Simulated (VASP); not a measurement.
HfC, 4 atoms in the cell. It takes space group P6_3/mmc (No. 194, hexagonal). Conventional cell: a = 3.475 Å, b = 3.475 Å, c = 5.409 Å, α = 90.00°, β = 90.00°, γ = 120.00°. Hf (site symmetry -6m2) has 6 C at 2.42 Å within 3.2 Å. C (site symmetry -3m) has 6 Hf at 2.42 Å and 2 C at 2.70 Å within 3.2 Å.  This cell differs from its parent crystal: functional LDA, strained.

| Item | Value |
| --- | --- |
| Program | VASP 6.6.1 |
| Task | single point |
| Functional | LDA |
| Potentials or basis | VASP PAW LDA potentials, release 64 (Hf_pv, C) |
| Cutoff | 600 eV |
| k mesh | 15 × 15 × 8 |
| Occupations | gaussian, width 0.1 eV |
| Spin | no spin polarisation |
| Dipole correction | no |
| Further INCAR settings | ALGO = Normal; EDIFF = 1e-06; NBANDS = 22 |

Potentials or basis: VASP PAW LDA potentials, release 64 (Hf_pv, C).

Launch:

```bash
$ cat potpaw_LDA.64/Hf_pv/POTCAR potpaw_LDA.64/C/POTCAR > POTCAR
$ mpirun -np 1 vasp_std > vasp.out
```

Hardware: 1 thread of Intel Xeon 6975P-C, on a shared host.

Q: How long does it take, and how much memory?

A: Run time: 2.6 min on 1 thread of Intel Xeon 6975P-C, with other jobs on the host, peak memory 0.3 GiB. Counts: scf iterations 15, k points 135.
